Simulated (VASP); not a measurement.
# HC12 in VASP: further runs, part 2 of 3

VASP 6.6.1. The steps go on from the part before.

## (3) Single point, PBE

Contents of INCAR:

```
ALGO     = Normal         # electronic algorithm
DIPOL    = 0.5 0.5 0.298
EDIFF    = 1E-6           # SCF threshold, eV
ENCUT    = 520            # plane-wave cutoff, eV
GGA      = PE             # functional
IDIPOL   = 3            
ISIF     = 2              # what is computed and relaxed
ISMEAR   = 0              # smearing method
LASPH    = True           # aspherical terms in the spheres
LCHARG   = False          # write CHGCAR
LDIPOL   = True         
LREAL    = Auto         
LWAVE    = False          # write WAVECAR
NBANDS   = 68             # bands
NELM     = 100            # most SCF steps
PREC     = Accurate       # precision mode
SIGMA    = 0.05           # smearing width, eV
```

Contents of KPOINTS:

```
k-points
0
Gamma
  5 5 1
```

Contents of POSCAR:

```
HC12
1.0
    5.0509324483      0.0000000000      0.0000000000
    0.0000000000      5.0509324483      0.0000000000
    0.0000000000      0.0000000000     22.3754933530
C H
24 2
Direct
    0.0000000000      0.2500000000      0.1787670080
    0.0000000000      0.7500000000      0.1787670080
    0.5000000000      0.2500000000      0.1787670080
    0.5000000000      0.7500000000      0.1787670080
    0.0000000000      0.0000000000      0.2186716990
    0.0000000000      0.5000000000      0.2186716990
    0.5000000000      0.0000000000      0.2186716990
    0.5000000000      0.5000000000      0.2186716990
    0.2500000000      0.0000000000      0.2585763899
    0.2500000000      0.5000000000      0.2585763899
    0.7500000000      0.0000000000      0.2585763899
    0.7500000000      0.5000000000      0.2585763899
    0.2500000000      0.2500000000      0.2976014419
    0.2500000000      0.7500000000      0.2976014419
    0.7500000000      0.2500000000      0.2976014419
    0.7500000000      0.7500000000      0.2976014419
    0.0000000000      0.2500000000      0.3394883053
    0.0000000000      0.7500000000      0.3394883053
    0.5000000000      0.2500000000      0.3394883053
    0.5000000000      0.7500000000      0.3394883053
    0.0000000000      0.0000000000      0.3743154719
    0.0000000000      0.5000000000      0.3743154719
    0.5000000000      0.0000000000      0.3743154719
    0.5000000000      0.5000000000      0.3743154719
    0.8830908934      0.3750000000      0.5352057791
    1.1169091066      0.3750000000      0.5352057791
```

Potentials or basis: VASP PAW PBE potentials, release 64 (C, H).

Command:

```bash
$ cat potpaw_PBE.64/C/POTCAR potpaw_PBE.64/H/POTCAR > POTCAR
$ mpirun -np 1 vasp_std > vasp.out
```

OUTCAR:

```text
EDIFF = 1E-6
   ENCUT = 520
   GGA = PE
   ISIF = 2
   ISMEAR = 0
   LASPH = True
   LREAL = Auto
   NELM = 100
   PREC = Accurate

 ion  position               nearest neighbor table
   1  0.000  0.250  0.179-   5 1.55   6 1.55
   2  0.000  0.750  0.179-   5 1.55   6 1.55
   3  0.500  0.250  0.179-   7 1.55   8 1.55
   4  0.500  0.750  0.179-   7 1.55   8 1.55
   5  0.000  0.000  0.219-   9 1.55  11 1.55   1 1.55   2 1.55
   6  0.000  0.500  0.219-  10 1.55  12 1.55   1 1.55   2 1.55
   7  0.500  0.000  0.219-   9 1.55  11 1.55   3 1.55   4 1.55
   8  0.500  0.500  0.219-  10 1.55  12 1.55   3 1.55   4 1.55
   9  0.250  0.000  0.259-  13 1.54  14 1.54   5 1.55   7 1.55
  10  0.250  0.500  0.259-  13 1.54  14 1.54   6 1.55   8 1.55
[... 8 lines left out ...]
  19  0.500  0.250  0.339-  23 1.48  24 1.48  13 1.57  15 1.57
  20  0.500  0.750  0.339-  23 1.48  24 1.48  14 1.57  16 1.57
  21  0.000  0.000  0.374-  17 1.48  18 1.48
  22  0.000  0.500  0.374-  17 1.48  18 1.48
  23  0.500  0.000  0.374-  19 1.48  20 1.48
  24  0.500  0.500  0.374-  19 1.48  20 1.48
  25  0.883  0.375  0.535-
  26  0.117  0.375  0.535-

  LATTYP: Found a simple tetragonal cell.
[... 233 lines left out ...]
      5     -19.5903      2.00000
      6     -19.4218      2.00000
[... 565 lines left out ...]
     60       3.9848      0.00000
     61       4.5179      0.00000
 [bands above 61 left out]

------------------------ aborting loop because EDIFF is reached ----------------------------------------

 vacuum level on the upper side and lower side of the slab       (xc-potential included)        -0.296        -0.017

  FORCE on cell =-STRESS in cart. coord.  units (eV):
  Direction    XX          YY          ZZ          XY          YZ          ZX
  --------------------------------------------------------------------------------------
  -------------------------------------------------------------------------------------
  Total      -31.0434406     -4.4565329     -6.3711668      0.0000000     -0.0058893      0.0000000
  in kB      -87.1293934    -12.5081178    -17.8819064      0.0000000     -0.0165294      0.0000000
  external PRESSURE =     -39.1731392 kB  Pullay stress =       0.0000000 kB

 VOLUME and BASIS-vectors are now :
 -----------------------------------------------------------------------------
  energy-cutoff  :      520.00
  volume of cell :      570.84
      direct lattice vectors                 reciprocal lattice vectors
     5.050932448  0.000000000  0.000000000     0.197983246  0.000000000  0.000000000
     0.000000000  5.050932448  0.000000000     0.000000000  0.197983246  0.000000000
     0.000000000  0.000000000 22.375493353     0.000000000  0.000000000  0.044691752

 POSITION                                       TOTAL-FORCE (eV/Angst)
 -----------------------------------------------------------------------------------
      0.00000      1.26273      4.00000         0.000000     -0.000196      2.223789
      0.00000      3.78820      4.00000         0.000000      0.000204      2.224443
      2.52547      1.26273      4.00000         0.000000      0.000428      2.218218
      2.52547      3.78820      4.00000         0.000000     -0.000427      2.217956
      0.00000      0.00000      4.89289         0.000000     -0.000056     -2.617945
      0.00000      2.52547      4.89289         0.000000      0.000059     -2.617110
[... 18 lines left out ...]
      4.46043      1.89410     11.97549         4.665212     -0.000774     -0.001843
      0.59050      1.89410     11.97549        -4.665212     -0.000774     -0.001843
 -----------------------------------------------------------------------------------
    total drift:                                0.000000     -0.000001      0.045388

  FREE ENERGIE OF THE ION-ELECTRON SYSTEM (eV)
  ---------------------------------------------------
  free  energy   TOTEN  =      -196.3987574690 eV

  energy  without entropy=     -196.3811745067  energy(sigma->0) =     -196.38996599

 vacuum level on the upper side and lower side of the slab         3.893         4.179
```

OSZICAR:

```text
N       E                     dE             d eps       ncg     rms          rms(c)
DAV:   1     0.771310068313E+03    0.77131E+03   -0.41282E+04  1224   0.119E+03
DAV:   2    -0.913440862242E+02   -0.86265E+03   -0.81591E+03  1780   0.282E+02
DAV:   3    -0.198966632801E+03   -0.10762E+03   -0.10584E+03  1456   0.102E+02
[... 20 lines left out ...]
DAV:  24    -0.196398746678E+03   -0.37683E-05   -0.12628E-07   880   0.128E-03    0.828E-04
DAV:  25    -0.196398752896E+03   -0.62188E-05   -0.17535E-07   888   0.101E-03    0.684E-04
DAV:  26    -0.196398754216E+03   -0.13199E-05   -0.32186E-08   908   0.588E-04    0.483E-04
DAV:  27    -0.196398756744E+03   -0.25273E-05   -0.51889E-08   848   0.799E-04    0.176E-04
DAV:  28    -0.196398757469E+03   -0.72529E-06   -0.26598E-08   860   0.455E-04
   1 F= -.19639876E+03 E0= -.19638997E+03  d E =-.175830E-01
```

stdout:

```text
POSCAR found type information on POSCAR C H
 POSCAR found :  2 types and      26 ions
 scaLAPACK will be used
 LDA part: xc-table for (Slater+PW92), standard interpolation
 POSCAR, INCAR and KPOINTS ok, starting setup
 FFT: planning ... GRIDC
 FFT: planning ... GRID_SOFT
 FFT: planning ... GRID
 WAVECAR not read
 entering main loop
```

Run time: 14 min. Hardware: 1 thread of Intel Xeon Platinum 8259CL at 2.50GHz (Skylake/Cascade Lake), shared host; peak memory 0.65 GiB.

Results:

| Property | Result |
| --- | --- |
| Free energy | -196.3988 eV |
| Largest force | 4.665 eV/Å |
| Band gap on the k mesh | zero (bands 49 and 50 overlap by 0.08 eV) |

Forces in eV/Å, atoms in the order of the input:
```
C    0.000  0.000  2.224
C    0.000  0.000  2.224
C    0.000  0.000  2.218
C    0.000  0.000  2.218
C    0.000  0.000 -2.618
C    0.000  0.000 -2.617
C    0.000  0.000 -2.604
C    0.000  0.000 -2.605
C    0.006  0.000  0.360
C    0.009  0.000  0.360
C   -0.006  0.000  0.360
C   -0.009  0.000  0.360
C    0.018  0.001  0.010
C    0.016 -0.001  0.010
C   -0.018  0.001  0.010
C   -0.016 -0.001  0.010
C    0.000 -0.002  0.012
C    0.000  0.002  0.003
C    0.000  0.002 -0.040
C    0.000 -0.002 -0.032
C    0.000 -0.002  0.028
C    0.000  0.003  0.013
C    0.000  0.003  0.046
C    0.000 -0.002  0.052
H    4.665 -0.001 -0.002
H   -4.665 -0.001 -0.002
```

Levels at points of the mesh, in eV from the Fermi level:
| k point | band 46 | band 47 | band 48 | band 49 | band 50 | band 51 | band 52 | band 53 |
| --- | --- | --- | --- | --- | --- | --- | --- | --- |
| (0.00, 0.00, 0.00) | -1.17 | -0.79 | -0.19 | -0.17 | -0.03 | 0.24 | 0.41 | 0.95 |

## (4) Single point, PBE

Contents of INCAR:

```
SYSTEM = HC12
ALGO = Normal ; DIPOL = 0.5 0.5 0.288
EDIFF = 1E-6 ; ENCUT = 520
GGA = PE ; IDIPOL = 3
ISIF = 2 ; ISMEAR = 0
LASPH = .True. ; LCHARG = .False.
LDIPOL = .True. ; LREAL = Auto
LWAVE = .False. ; NBANDS = 68
NELM = 60 ; PREC = Accurate
SIGMA = 0.05
```

Contents of KPOINTS:

```
k-points
0
Gamma
  5 5 1
  0 0 0
```

POSCAR, as its differences from that of step 3:

```diff
@@ -32,3 +32,3 @@
     0.5000000000      0.5000000000      0.3743154719
-    0.8830908934      0.3750000000      0.5352057791
-    1.1169091066      0.3750000000      0.5352057791
+    0.8520075238      0.3750000000      0.4087281209
+    1.1479924762      0.3750000000      0.4087281209
```

Potentials or basis: VASP PAW PBE potentials, release 64 (C, H).

Command:

```bash
$ cat potpaw_PBE.64/C/POTCAR potpaw_PBE.64/H/POTCAR > POTCAR
$ mpirun -np 1 vasp_std > vasp.out
```

OUTCAR:

```text
SYSTEM = HC12
   EDIFF = 1E-6
   ENCUT = 520
   GGA = PE
   ISIF = 2
   ISMEAR = 0
   LASPH = .True.
   LREAL = Auto
   NELM = 60
   PREC = Accurate

 ion  position               nearest neighbor table
   1  0.000  0.250  0.179-   5 1.55   6 1.55
   2  0.000  0.750  0.179-   5 1.55   6 1.55
   3  0.500  0.250  0.179-   7 1.55   8 1.55
   4  0.500  0.750  0.179-   7 1.55   8 1.55
   5  0.000  0.000  0.219-   9 1.55  11 1.55   1 1.55   2 1.55
   6  0.000  0.500  0.219-  10 1.55  12 1.55   1 1.55   2 1.55
   7  0.500  0.000  0.219-   9 1.55  11 1.55   3 1.55   4 1.55
   8  0.500  0.500  0.219-  10 1.55  12 1.55   3 1.55   4 1.55
   9  0.250  0.000  0.259-  13 1.54  14 1.54   5 1.55   7 1.55
  10  0.250  0.500  0.259-  13 1.54  14 1.54   6 1.55   8 1.55
[... 8 lines left out ...]
  19  0.500  0.250  0.339-  23 1.48  24 1.48  13 1.57  15 1.57
  20  0.500  0.750  0.339-  23 1.48  24 1.48  14 1.57  16 1.57
  21  0.000  0.000  0.374-  17 1.48  18 1.48
  22  0.000  0.500  0.374-  25 1.25  26 1.25  17 1.48  18 1.48
  23  0.500  0.000  0.374-  19 1.48  20 1.48
  24  0.500  0.500  0.374-  19 1.48  20 1.48
  25  0.852  0.375  0.409-  22 1.25
  26  0.148  0.375  0.409-  22 1.25

  LATTYP: Found a simple tetragonal cell.
 ALAT       =     5.0509324483
 C/A-ratio  =     4.4299727985

  Lattice vectors:

 A1 = (   5.0509324483,   0.0000000000,   0.0000000000)
 A2 = (   0.0000000000,   5.0509324483,   0.0000000000)
 A3 = (   0.0000000000,   0.0000000000,  22.3754933530)

Analysis of symmetry for initial positions (statically):
=====================================================================
 Subroutine PRICEL returns:
 Original cell was already a primitive cell.

 Routine SETGRP: Setting up the symmetry group for a
 simple tetragonal supercell.

 Subroutine GETGRP returns: Found  2 space group operations
 (whereof  2 operations were pure point group operations)
 out of a pool of 16 trial point group operations.

The static configuration has the point symmetry C_1h.

[... 175 lines left out ...]
 non-spin polarized calculation
 Gauss-broadening in eV      SIGMA  =   0.05
  energy-cutoff  :      520.00
  volume of cell :      570.84
 maximum number of plane-waves:     15407
 NGX is ok and might be reduce to    40
   NGX = 19   NGY = 19   NGZ = 83

 dipolmoment           0.000000      0.000000      0.033983 electrons x Angstroem

 number of electron      98.0000008 magnetization

 dipolmoment           0.000000      0.000000     -0.211761 electrons x Angstroem

 Free energy of the ion-electron system (eV)
  ---------------------------------------------------
  ext. energy  EPLUGINS =         0.00000000
  ---------------------------------------------------
  free energy    TOTEN  =      -199.44630866 eV

  energy without entropy =     -199.43618069  energy(sigma->0) =     -199.44124468

 E-fermi :  -2.6942     XC(G=0):  -4.2306

 val. band max:       -2.7683775255   @ k =   0.4000   0.0000   0.0000
 cond. band min:      -2.6896122023   @ k =   0.0000   0.4000   0.0000
 fundamental gap:      0.0787653232
 Fermi energy:        -2.6942065782

 k-point     1 :       0.0000    0.0000    0.0000
  band No.  band energies     occupation
      1     -23.5491      2.00000
      2     -21.0013      2.00000
      3     -19.4147      2.00000
      4     -19.3479      2.00000
      5     -19.2348      2.00000
      6     -19.1730      2.00000
[... 565 lines left out ...]
     60       4.2740      0.00000
     61       4.7219      0.00000
 [bands above 61 left out]

------------------------ aborting loop because EDIFF is reached ----------------------------------------

 vacuum level on the upper side and lower side of the slab       (xc-potential included)        -0.847         0.614

  FORCE on cell =-STRESS in cart. coord.  units (eV):
  Direction    XX          YY          ZZ          XY          YZ          ZX
  --------------------------------------------------------------------------------------
  -------------------------------------------------------------------------------------
  Total      -19.4902132     -6.4761213     -2.8728391      0.0000000      5.9446441      0.0000000
  in kB      -54.7030361    -18.1764814     -8.0631760      0.0000000     16.6847883      0.0000000
  external PRESSURE =     -26.9808978 kB  Pullay stress =       0.0000000 kB

 VOLUME and BASIS-vectors are now :
 -----------------------------------------------------------------------------
  energy-cutoff  :      520.00
  volume of cell :      570.84
      direct lattice vectors                 reciprocal lattice vectors
     5.050932448  0.000000000  0.000000000     0.197983246  0.000000000  0.000000000
     0.000000000  5.050932448  0.000000000     0.000000000  0.197983246  0.000000000
     0.000000000  0.000000000 22.375493353     0.000000000  0.000000000  0.044691752

 POSITION                                       TOTAL-FORCE (eV/Angst)
 -----------------------------------------------------------------------------------
      0.00000      1.26273      4.00000         0.000000      0.018482      2.145226
      0.00000      3.78820      4.00000         0.000000     -0.026393      2.131631
      2.52547      1.26273      4.00000         0.000000      0.050632      2.229743
      2.52547      3.78820      4.00000         0.000000     -0.061252      2.225108
      0.00000      0.00000      4.89289         0.000000      0.008897     -2.510748
      0.00000      2.52547      4.89289         0.000000      0.011115     -2.481716
[... 18 lines left out ...]
      4.30343      1.89410      9.14549        -0.388048      2.941678     -0.261609
      0.74750      1.89410      9.14549         0.388048      2.941678     -0.261609
 -----------------------------------------------------------------------------------
    total drift:                                0.000000      0.000362      0.044451

  FREE ENERGIE OF THE ION-ELECTRON SYSTEM (eV)
  ---------------------------------------------------
  free  energy   TOTEN  =      -199.4463086603 eV

  energy  without entropy=     -199.4361806900  energy(sigma->0) =     -199.44124468

 vacuum level on the upper side and lower side of the slab         3.204         4.700
```

OSZICAR:

```text
N       E                     dE             d eps       ncg     rms          rms(c)
DAV:   1     0.796980606553E+03    0.79698E+03   -0.41465E+04  1224   0.119E+03
DAV:   2    -0.931582563502E+02   -0.89014E+03   -0.84628E+03  1780   0.286E+02
DAV:   3    -0.202585255363E+03   -0.10943E+03   -0.10760E+03  1488   0.103E+02
[... 22 lines left out ...]
DAV:  26    -0.199446302200E+03   -0.74568E-05   -0.24078E-07   888   0.145E-03    0.733E-04
DAV:  27    -0.199446304929E+03   -0.27287E-05   -0.11042E-07   904   0.103E-03    0.182E-04
DAV:  28    -0.199446306799E+03   -0.18704E-05   -0.49196E-08   900   0.578E-04    0.126E-04
DAV:  29    -0.199446308143E+03   -0.13437E-05   -0.40226E-08   892   0.396E-04    0.460E-05
DAV:  30    -0.199446308660E+03   -0.51716E-06   -0.19580E-08   908   0.248E-04
   1 F= -.19944631E+03 E0= -.19944124E+03  d E =-.101280E-01
```

Wall time 17 min (1 thread of Intel Xeon Platinum 8259CL at 2.50GHz (Skylake/Cascade Lake), shared host); peak memory 0.66 GiB.

Results:

| Item | Value |
| --- | --- |
| Free energy | -199.4463 eV |
| Largest force | 6.126 eV/Å |
| Band gap on the k mesh | zero (bands 49 and 50 overlap by 0.23 eV) |

Forces on the atoms (eV/Å):
```
C    0.000  0.018  2.145
C    0.000 -0.026  2.132
C    0.000  0.051  2.230
C    0.000 -0.061  2.225
C    0.000  0.009 -2.511
C    0.000  0.011 -2.482
C    0.000 -0.060 -2.519
C    0.000  0.014 -2.620
C    0.212  0.032  0.124
C    0.131 -0.049  0.228
C   -0.212  0.032  0.124
C   -0.131 -0.049  0.228
C   -0.370 -0.120 -0.087
C   -0.269 -0.217  0.181
C    0.370 -0.120 -0.087
C    0.269 -0.217  0.181
C    0.000 -1.076 -3.510
C    0.000  0.986  0.042
C    0.000  0.008 -0.124
C    0.000  0.082  0.119
C    0.000  0.353  0.593
C    0.000 -5.023  3.508
C    0.000  0.184  0.109
C    0.000 -0.646  0.293
H   -0.388  2.942 -0.262
H    0.388  2.942 -0.262
```

(Part 2 of 3 ends here.)
